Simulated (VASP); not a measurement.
# Al2O3 (R-3c) in VASP: notebook

The runs below take Al2O3 through single point, with PBE.

Program: VASP 6.6.1. These are calculated values, not measurements. Logs are shortened: lines on timing, memory, paths and dates and some standing lists are left out, and cuts for length are marked.

### 1 The cell of the first run

Symmetry: R-3c, No. 167, trigonal system. Conventional cell: a = 4.688 Å, b = 4.688 Å, c = 12.795 Å, α = 90.00°, β = 90.00°, γ = 120.00°. Within 2.4 Å of Al (site symmetry 3) lie 6 O at 1.83 to 1.94 Å. Within 2.7 Å of O (site symmetry 2) lie 4 Al at 1.83 to 1.94 Å and 8 O at 2.49 to 2.68 Å.

### 2 Single point, PBE (strain -0.025 along x and y, -0.025 along z)

INCAR

```
SYSTEM = Al2O3
  ALGO = Normal
  EDIFF = 1E-7
  ENCUT = 520
  GGA = PE
  ISIF = 2
  ISMEAR = 0
  LASPH = .True.
  LCHARG = .False.
  LREAL = .False.
  LWAVE = .False.
  NBANDS = 35
  NELM = 100
  PREC = Accurate
  SIGMA = 0.05
```

KPOINTS

```
k-points
0
Gamma
  6 6 6
  0 0 0
```

POSCAR

```
Al2O3
1.0
    2.3442455648      1.3534508078      4.2651207610
   -2.3442455648      1.3534508078      4.2651207610
    0.0000000000     -2.7069016158      4.2651207609
Al O
4 6
Direct
    0.8521479318      0.8521479318      0.8521479318
    0.6478520682      0.6478520682      0.6478520682
    0.1478520682      0.1478520682      0.1478520682
    0.3521479318      0.3521479318      0.3521479318
    0.0561765927      0.4438234073      0.7500000000
    0.7500000000      0.0561765927      0.4438234073
    0.4438234073      0.7500000000      0.0561765927
    0.9438234073      0.5561765927      0.2500000000
    0.2500000000      0.9438234073      0.5561765927
    0.5561765927      0.2500000000      0.9438234073
```

Potentials or basis: VASP PAW PBE potentials, release 64 (Al, O).

Run with:

```bash
> cat potpaw_PBE.64/Al/POTCAR potpaw_PBE.64/O/POTCAR > POTCAR
> mpirun -np 1 vasp_std > vasp.out
```

OUTCAR:

```text
SYSTEM = Al2O3
   EDIFF = 1E-7
   ENCUT = 520
   GGA = PE
   ISIF = 2
   ISMEAR = 0
   LASPH = .True.
   LREAL = .False.
   NELM = 100
   PREC = Accurate

 ion  position               nearest neighbor table
   1  0.852  0.852  0.852-   8 1.83   9 1.83  10 1.83   6 1.94   7 1.94   5 1.94   2 2.61   3 2.75
                             3 2.75   3 2.75   2 3.17   2 3.17   2 3.17
   2  0.648  0.648  0.648-   8 1.83  10 1.83   9 1.83   7 1.94   6 1.94   5 1.94   1 2.61   4 2.75
                             4 2.75   4 2.75   1 3.17   1 3.17   1 3.17
   3  0.148  0.148  0.148-   5 1.83   6 1.83   7 1.83   9 1.94  10 1.94   8 1.94   4 2.61   1 2.75
                             1 2.75   1 2.75   4 3.17   4 3.17   4 3.17
   4  0.352  0.352  0.352-   5 1.83   7 1.83   6 1.83  10 1.94   9 1.94   8 1.94   3 2.61   2 2.75
                             2 2.75   2 2.75   3 3.17   3 3.17   3 3.17
   5  0.056  0.444  0.750-   3 1.83   4 1.83   1 1.94   2 1.94
   6  0.750  0.056  0.444-   3 1.83   4 1.83   1 1.94   2 1.94
   7  0.444  0.750  0.056-   4 1.83   3 1.83   2 1.94   1 1.94
   8  0.944  0.556  0.250-   1 1.83   2 1.83   3 1.94   4 1.94
   9  0.250  0.944  0.556-   1 1.83   2 1.83   3 1.94   4 1.94
  10  0.556  0.250  0.944-   2 1.83   1 1.83   4 1.94   3 1.94

  LATTYP: Found a trigonal (rhomboedric) cell.
 ALAT       =     5.0515909834
 COS(alpha) =     0.5692950700

  Lattice vectors:

 A1 = (   2.3442455648,   1.3534508078,   4.2651207610)
 A2 = (  -2.3442455648,   1.3534508078,   4.2651207610)
 A3 = (   0.0000000000,  -2.7069016158,   4.2651207609)

Analysis of symmetry for initial positions (statically):
=====================================================================
 Subroutine PRICEL returns:
 Original cell was already a primitive cell.

 Routine SETGRP: Setting up the symmetry group for a
 trigonal (rhombohedral) supercell.

 Subroutine GETGRP returns: Found 12 space group operations
 (whereof  6 operations were pure point group operations)
 out of a pool of 12 trial point group operations.

The static configuration has the point symmetry S_6 .
 The point group associated with its full space group is D_3d.

Analysis of symmetry for dynamics (positions and initial velocities):
=====================================================================
 Subroutine PRICEL returns:
 Original cell was already a primitive cell.

 Routine SETGRP: Setting up the symmetry group for a
 trigonal (rhombohedral) supercell.

 Subroutine GETGRP returns: Found 12 space group operations
 (whereof  6 operations were pure point group operations)
 out of a pool of 12 trial point group operations.

The dynamic configuration has the point symmetry S_6 .
 The point group associated with its full space group is D_3d.

 Subroutine INISYM returns: Found 12 space group operations
 (whereof  6 operations are pure point group operations),
 and found     1 'primitive' translations

----------------------------------------------------------------------------------------

                                     Primitive cell

  volume of cell :      81.1948

  direct lattice vectors                    reciprocal lattice vectors
     2.344245565  1.353450808  4.265120761     0.213288235  0.123142020  0.078153317
    -2.344245565  1.353450808  4.265120761    -0.213288235  0.123142020  0.078153317
     0.000000000 -2.706901616  4.265120761     0.000000000 -0.246284040  0.078153317

  length of vectors
     5.051590983  5.051590983  5.051590983     0.258386860  0.258386860  0.258386860

  position of ions in fractional coordinates (direct lattice)
     0.852147932  0.852147932  0.852147932
     0.647852068  0.647852068  0.647852068
     0.147852068  0.147852068  0.147852068
     0.352147932  0.352147932  0.352147932
     0.056176593  0.443823407  0.750000000
     0.750000000  0.056176593  0.443823407
     0.443823407  0.750000000  0.056176593
     0.943823407  0.556176593  0.250000000
     0.250000000  0.943823407  0.556176593
     0.556176593  0.250000000  0.943823407

  ion indices of the primitive-cell ions
   primitive index   ion index
                 1           1
                 2           2
                 3           3
                 4           4
                 5           5
                 6           6
                 7           7
                 8           8
                 9           9
                10          10

----------------------------------------------------------------------------------------

 KPOINTS: k-points

Automatic generation of k-mesh.
 Grid dimensions read from file:
 generate k-points for:    6    6    6

 Generating k-lattice:

  Cartesian coordinates                     Fractional coordinates (reciprocal lattice)
     0.035548039  0.020523670  0.013025553     0.166666667  0.000000000  0.000000000
    -0.035548039  0.020523670  0.013025553     0.000000000  0.166666667  0.000000000
     0.000000000 -0.041047340  0.013025553    -0.000000000 -0.000000000  0.166666667

  Length of vectors
     0.043064477  0.043064477  0.043064477

  Shift w.r.t. Gamma in fractional coordinates (k-lattice)
     0.000000000  0.000000000  0.000000000

 Subroutine IBZKPT returns following result:
 ===========================================

 Found     32 irreducible k-points:

 Following reciprocal coordinates:
            Coordinates               Weight
  0.000000  0.000000  0.000000      1.000000
  0.166667  0.000000 -0.000000      6.000000
  0.333333  0.000000 -0.000000      6.000000
  0.500000  0.000000  0.000000      3.000000
  0.166667  0.166667 -0.000000      6.000000
  0.333333  0.166667 -0.000000     12.000000
[... 16 lines left out ...]
  0.500000  0.500000  0.166667      6.000000
 -0.333333  0.500000  0.166667     12.000000
 [... further k-points ...]
   k-points           NKPTS =     32   k-points in BZ     NKDIM =     32   number of bands    NBANDS=     35
   number of dos      NEDOS =    301   number of ions     NIONS =     10
   total plane-waves  NPLWV =  64000
   dimension x,y,z NGX =    40 NGY =   40 NGZ =   40
   dimension x,y,z NGXF=    80 NGYF=   80 NGZF=   80
   ions per type =               4   6
   NGX,Y,Z   is equivalent  to a cutoff of  13.16, 13.16, 13.16 a.u.
   NGXF,Y,Z  is equivalent  to a cutoff of  26.33, 26.33, 26.33 a.u.
 SYSTEM =  Al2O3
   PREC   = accura    normal or accurate (medium, high low for compatibility)
   ISTART =      0    job   : 0-new  1-cont  2-samecut
   ICHARG =      2    charge: 1-file 2-atom 10-const
   ISPIN  =      1    spin polarized calculation?
   LNONCOLLINEAR =      F non collinear calculations
   LSORBIT =      F    spin-orbit coupling
   LASPH  =      T    aspherical Exc in radial PAW
   ENCUT  =  520.0 eV  38.22 Ry    6.18 a.u.   9.39  9.39  9.39*2*pi/ulx,y,z
   NELM   =    100;   NELMIN=  2; NELMDL= -5     # of ELM steps
   EDIFF  = 0.1E-06   stopping-criterion for ELM
   LREAL  =      F    real-space projection
   EDIFFG = 0.1E-05   stopping-criterion for IOM
   NSW    =      0    number of steps for IOM
   IBRION =     -1    ionic relax: 0-MD 1-quasi-New 2-CG
   NFREE  =      0    steps in history (QN), initial steepest desc. (CG)
   ISIF   =      2    stress and relaxation
   ISYM   =      2    0-nonsym 1-usesym 2-fastsym
   POTIM  = 0.5000    time-step for ionic-motion
   TEBEG  =    0.0;   TEEND  =   0.0 temperature during run
   PSTRESS=    0.0 pullay stress
   NELECT =      48.0000    total number of electrons
   NUPDOWN=      -1.0000    fix difference up-down
   EMIN   =  10.00;   EMAX   =-10.00  energy-range for DOS
   EFERMI =   0.00;   METHOD = LEGACY
   ISMEAR =     0;   SIGMA  =   0.05  broadening in eV -4-tet -1-fermi 0-gaus
   EFERMI_NEDOS =   21; number of points for ismear=-14 and -15
   IALGO  =     38    algorithm
   IMIX   =      4    mixing-type and parameters
     AMIX     =   0.40;   BMIX     =  1.00
     AMIX_MAG =   1.60;   BMIX_MAG =  1.00
  volume/ion in A,a.u.               =       8.12        54.79
  Fermi-wavevector in a.u.,A,eV,Ry     =   1.373976  2.596438 25.685220  1.887810
  Thomas-Fermi vector in A             =   2.499444
   LORBIT       =      0    0 simple, 1 ext, 2 COOP (PROOUT), +10 PAW based schemes
   GGA     = PE    functional components
   LHFCALC =     F    Hartree Fock is set to
   AEXX    =    0.0000 exact exchange contribution
   IVDW    =     0    specifies the selected vdW correction
   LEPSILON=     F    determine dielectric tensor
   LRPA    =     F    only Hartree local field effects (RPA)
 non-spin polarized calculation
 Gauss-broadening in eV      SIGMA  =   0.05
  energy-cutoff  :      520.00
  volume of cell :       81.19
 maximum number of plane-waves:      2205
 NGX is ok and might be reduce to    40
   NGX = 19   NGY = 19   NGZ = 19

 number of electron      48.0000003 magnetization

 Free energy of the ion-electron system (eV)
  ---------------------------------------------------
  ext. energy  EPLUGINS =         0.00000000
  ---------------------------------------------------
  free energy    TOTEN  =       -74.42254588 eV

  energy without entropy =      -74.42254588  energy(sigma->0) =      -74.42254588

 E-fermi :   6.9640     XC(G=0): -11.9144

 val. band max:        6.6698255117   @ k =   0.0000   0.0000   0.0000
 cond. band min:      13.4810513753   @ k =   0.0000   0.0000   0.0000
 fundamental gap:      6.8112258636
 Fermi energy:         6.9639660778

 k-point     1 :       0.0000    0.0000    0.0000
  band No.  band energies     occupation
      1     -12.9352      2.00000
      2     -10.4186      2.00000
      3     -10.1098      2.00000
      4     -10.1098      2.00000
      5      -9.7736      2.00000
      6      -9.7736      2.00000
[... 27 lines left out ...]
     34      20.9853      0.00000
     35      21.7588      0.00000
[... 843 lines left out ...]
      5      -9.9750      2.00000
      6      -9.7479      2.00000
[... 27 lines left out ...]
     34      20.4202      0.00000
     35      20.6881      0.00000

 [... further k-points ...]

------------------------ aborting loop because EDIFF is reached ----------------------------------------

  FORCE on cell =-STRESS in cart. coord.  units (eV):
  Direction    XX          YY          ZZ          XY          YZ          ZX
  --------------------------------------------------------------------------------------
  -------------------------------------------------------------------------------------
  Total       10.5868210     10.5868210      9.7946254      0.0000000      0.0000000      0.0000000
  in kB      208.9045935    208.9045935    193.2725826      0.0000000      0.0000000      0.0000000
  external PRESSURE =     203.6939232 kB  Pullay stress =       0.0000000 kB

 VOLUME and BASIS-vectors are now :
 -----------------------------------------------------------------------------
  energy-cutoff  :      520.00
  volume of cell :       81.19
      direct lattice vectors                 reciprocal lattice vectors
     2.344245565  1.353450808  4.265120761     0.213288235  0.123142020  0.078153317
    -2.344245565  1.353450808  4.265120761    -0.213288235  0.123142020  0.078153317
     0.000000000 -2.706901616  4.265120761     0.000000000 -0.246284040  0.078153317

 POSITION                                       TOTAL-FORCE (eV/Angst)
 -----------------------------------------------------------------------------------
      0.00000     -0.00000     10.90354         0.000000      0.000000     -0.036987
      0.00000     -0.00000      8.28950         0.000000     -0.000000      0.036987
      0.00000     -0.00000      1.89182         0.000000     -0.000000      0.036987
      0.00000     -0.00000      4.50586         0.000000      0.000000     -0.036987
     -0.90874     -1.35345      5.33140         0.082667      0.000000     -0.000000
      1.62649     -0.11027      5.33140        -0.041334      0.071592      0.000000
     -0.71775      1.46372      5.33140        -0.041334     -0.071592     -0.000000
      0.90874      1.35345      7.46396        -0.082667      0.000000     -0.000000
     -1.62649      0.11027      7.46396         0.041334     -0.071592     -0.000000
      0.71775     -1.46372      7.46396         0.041334      0.071592      0.000000
 -----------------------------------------------------------------------------------
    total drift:                               -0.000000     -0.000000      0.000000

  FREE ENERGIE OF THE ION-ELECTRON SYSTEM (eV)
  ---------------------------------------------------
  free  energy   TOTEN  =       -74.4225458825 eV

  energy  without entropy=      -74.4225458825  energy(sigma->0) =      -74.42254588
```

It took 91 s on 1 thread of Intel Xeon Platinum 8488C (Sapphire Rapids), shared host; peak memory 0.26 GiB.

What came out:

- Free energy: -74.4225 eV
- Pressure: 20.4 GPa
- Largest force: 0.083 eV/Å
- Band gap on the k mesh: 6.81 eV

Forces on the atoms (eV/Å):
```
Al   0.000  0.000 -0.037
Al   0.000  0.000  0.037
Al   0.000  0.000  0.037
Al   0.000  0.000 -0.037
O    0.083  0.000  0.000
O   -0.041  0.072  0.000
O   -0.041 -0.072  0.000
O   -0.083  0.000  0.000
O    0.041 -0.072  0.000
O    0.041  0.072  0.000
```

Caveat: the cell differs from its parent crystal (strain -0.025 along x and y, -0.025 along z); the cell stands under pressure. A k mesh can miss the band edges.

### 3 Single point, PBE (strain -0.050 along x and y, +0.050 along z)

INCAR

```
SYSTEM = Al2O3
  PREC = Accurate
  ENCUT = 520
  EDIFF = 1E-7
  ISMEAR = 0
  SIGMA = 0.05
  LREAL = .FALSE.
  LASPH = .TRUE.
  NELM = 60
  ALGO = Normal
  ISIF = 2
  LWAVE = .FALSE.
  LCHARG = .FALSE.
  GGA = PE
  NBANDS = 35
```

KPOINTS

```
Automatic mesh
0
G
  6 6 6
  0 0 0
```

POSCAR, as its differences from that of step 2:

```diff
@@ -2,5 +2,5 @@
 1.0
-    2.3442455648      1.3534508078      4.2651207610
-   -2.3442455648      1.3534508078      4.2651207610
-    0.0000000000     -2.7069016158      4.2651207609
+    2.2841367041      1.3187469409      4.5932069734
+   -2.2841367041      1.3187469409      4.5932069734
+    0.0000000000     -2.6374938821      4.5932069733
 Al O
```

Potentials or basis: VASP PAW PBE potentials, release 64 (Al, O).

Run with:

```bash
> cat potpaw_PBE.64/Al/POTCAR potpaw_PBE.64/O/POTCAR > POTCAR
> mpirun -np 1 vasp_std > vasp.out
```

It took 87 s on 1 thread of Intel Xeon Platinum 8488C (Sapphire Rapids), shared host; peak memory 0.26 GiB.

Results (log left out):

| Property | Result |
| --- | --- |
| Free energy | -73.8229 eV |
| Pressure | 15.8 GPa |
| Largest force | 0.612 eV/Å |
| Band gap on the k mesh | 6.01 eV |

Forces in eV/Å, atoms in the order of the input:
```
Al   0.000  0.000 -0.612
Al   0.000  0.000  0.612
Al   0.000  0.000  0.612
Al   0.000  0.000 -0.612
O    0.270  0.000  0.000
O   -0.135  0.234  0.000
O   -0.135 -0.234  0.000
O   -0.270  0.000  0.000
O    0.135 -0.234  0.000
O    0.135  0.234  0.000
```

Stress tensor (GPa, compression positive):
```
 31.02   0.00   0.00
  0.00  31.02   0.00
  0.00   0.00 -14.58
```

Levels at points of the mesh, in eV from the valence-band top:
```
           k point  band 21  band 22  band 23  band 24  band 25  band 26  band 27  band 28
(0.00, 0.00, 0.00)    -0.52    -0.52     0.00     0.00     6.01     9.91    10.20    10.20
(0.50, 0.00, 0.00)    -1.19    -1.19    -0.68    -0.68     8.77     8.77     9.37     9.37
(0.50, 0.50, 0.00)    -1.34    -1.22    -1.00    -0.64     9.01     9.66    10.18    10.30
(0.50, 0.50, 0.50)    -0.29    -0.29    -0.29    -0.29     8.94     8.94    10.73    10.73
```

Caveat: the cell differs from its parent crystal (strain -0.050 along x and y, +0.050 along z); the cell stands under pressure.

### 4 Single point, PBE (strain +0.000 along x and y, -0.050 along z)

INCAR

```
SYSTEM = Al2O3
PREC = Accurate
ENCUT = 520
EDIFF = 1E-6
ISMEAR = 0
SIGMA = 0.05
LREAL = .False.
LASPH = .True.
NELM = 60
ALGO = Normal
ISIF = 2
LWAVE = .False.
LCHARG = .False.
GGA = PE
NBANDS = 35
```

KPOINTS

```
Automatic mesh
0
Gamma
  6 6 6
  0 0 0
```

POSCAR, as its differences from that of step 3:

```diff
@@ -2,5 +2,5 @@
 1.0
-    2.2841367041      1.3187469409      4.5932069734
-   -2.2841367041      1.3187469409      4.5932069734
-    0.0000000000     -2.6374938821      4.5932069733
+    2.4043544254      1.3881546747      4.1557586902
+   -2.4043544254      1.3881546747      4.1557586902
+    0.0000000000     -2.7763093495      4.1557586901
 Al O
```

Run with:

```bash
> cat potpaw_PBE.64/Al/POTCAR potpaw_PBE.64/O/POTCAR > POTCAR
> mpirun -np 1 vasp_std > vasp.out
```

It took 85 s on 1 thread of Intel Xeon Platinum 8488C (Sapphire Rapids), shared host; peak memory 0.26 GiB.

The run converged. Its results:

```yaml
Free_energy: -74.4640 eV
Pressure: 12.5 GPa
Largest_force: 0.439 eV/Å
Band_gap_on_the_k_mesh: 6.03 eV
```

Forces in eV/Å, atoms in the order of the input:
```
Al   0.000  0.000  0.439
Al   0.000  0.000 -0.439
Al   0.000  0.000 -0.439
Al   0.000  0.000  0.439
O   -0.030  0.000  0.000
O    0.015 -0.026  0.000
O    0.015  0.026  0.000
O    0.030  0.000  0.000
O   -0.015  0.026  0.000
O   -0.015 -0.026  0.000
```

Stress tensor (GPa, compression positive):
```
 5.77  0.00  0.00
 0.00  5.77  0.00
 0.00  0.00 26.05
```

Levels at points of the mesh, in eV from the valence-band top:
| k point | band 22 | band 23 | band 24 | band 25 | band 26 | band 27 |
| --- | --- | --- | --- | --- | --- | --- |
| (0.00, 0.00, 0.00) | -0.51 | -0.51 | 0.00 | 6.03 | 8.57 | 10.86 |
| (0.50, 0.00, 0.00) | -1.19 | -0.49 | -0.49 | 9.12 | 9.12 | 9.73 |
| (0.50, 0.50, 0.00) | -1.34 | -0.91 | -0.46 | 8.96 | 9.56 | 9.83 |
| (0.50, 0.50, 0.50) | -0.88 | -0.88 | -0.88 | 8.33 | 8.33 | 11.00 |

Caveat: the cell differs from its parent crystal (strain +0.000 along x and y, -0.050 along z); the cell stands under pressure.

### 5 Single point, PBE (strain -0.025 along x and y, +0.000 along z)

INCAR

```
SYSTEM = Al2O3
ALGO = Normal
EDIFF = 1E-7
ENCUT = 520
GGA = PE
ISIF = 2
ISMEAR = 0
LASPH = .True.
LCHARG = .True.
LELF = .True.
LREAL = .False.
LVHAR = .True.
LWAVE = .False.
NBANDS = 35
NELM = 80
PREC = Accurate
SIGMA = 0.05
```

KPOINTS

```
k-points
0
Gamma
  6 6 6
  0 0 0
```

POSCAR, as its differences from that of step 4:

```diff
@@ -2,5 +2,5 @@
 1.0
-    2.4043544254      1.3881546747      4.1557586902
-   -2.4043544254      1.3881546747      4.1557586902
-    0.0000000000     -2.7763093495      4.1557586901
+    2.3442455648      1.3534508078      4.3744828318
+   -2.3442455648      1.3534508078      4.3744828318
+    0.0000000000     -2.7069016158      4.3744828317
 Al O
```

Run with:

```bash
> cat potpaw_PBE.64/Al/POTCAR potpaw_PBE.64/O/POTCAR > POTCAR
> mpirun -np 1 vasp_std > vasp.out
```

It took 93 s on 1 thread of Intel Xeon Platinum 8488C (Sapphire Rapids), shared host; peak memory 0.26 GiB.

It converged, with:

| Quantity | Value |
| --- | --- |
| Free energy | -74.5848 eV |
| Pressure | 13.2 GPa |
| Largest force | 0.210 eV/Å |
| Band gap on the k mesh | 6.46 eV |

Forces on the atoms (eV/Å):
```
Al   0.000  0.000 -0.210
Al   0.000  0.000  0.210
Al   0.000  0.000  0.210
Al   0.000  0.000 -0.210
O    0.100  0.000  0.000
O   -0.050  0.087  0.000
O   -0.050 -0.087  0.000
O   -0.100  0.000  0.000
O    0.050 -0.087  0.000
O    0.050  0.087  0.000
```

Stress tensor (GPa, compression positive):
```
17.19  0.00  0.00
 0.00 17.19  0.00
 0.00  0.00  5.33
```

Levels at points of the mesh, in eV from the valence-band top:
```tsv
k point	band 22	band 23	band 24	band 25	band 26	band 27
(0.00, 0.00, 0.00)	-0.21	0.00	0.00	6.46	9.47	10.88
(0.50, 0.00, 0.00)	-0.98	-0.36	-0.36	9.65	9.65	9.73
(0.50, 0.50, 0.00)	-0.92	-0.89	-0.34	9.82	9.92	10.16
(0.50, 0.50, 0.50)	-0.34	-0.34	-0.34	8.97	8.97	11.18
```

Caveat: the cell differs from its parent crystal (strain -0.025 along x and y, +0.000 along z); the cell stands under pressure. A k mesh can miss the band edges.

### 6 The runs side by side

```tsv
cell	gap on the mesh (eV)	pressure (GPa)	largest force (eV/Å)
a = 5.052 Å, angles 55.3°, 10 atoms	6.81	20.4	0.08
a = 5.297 Å, angles 51.1°, 10 atoms	6.01	15.8	0.61
a = 4.998 Å, angles 57.5°, 10 atoms	6.03	12.5	0.44
a = 5.144 Å, angles 54.2°, 10 atoms	6.46	13.2	0.21
```

Alike in all rows: task single point; level PBE; potentials or basis VASP PAW PBE potentials, release 64 (Al, O); no spin polarisation; k mesh 6 × 6 × 6; cutoff (eV) 520; smearing gaussian 0.05 eV.

Caveats: the cell stands under pressure.

Total energies depend on the potentials used, so only differences within one code and one set of settings carry meaning.
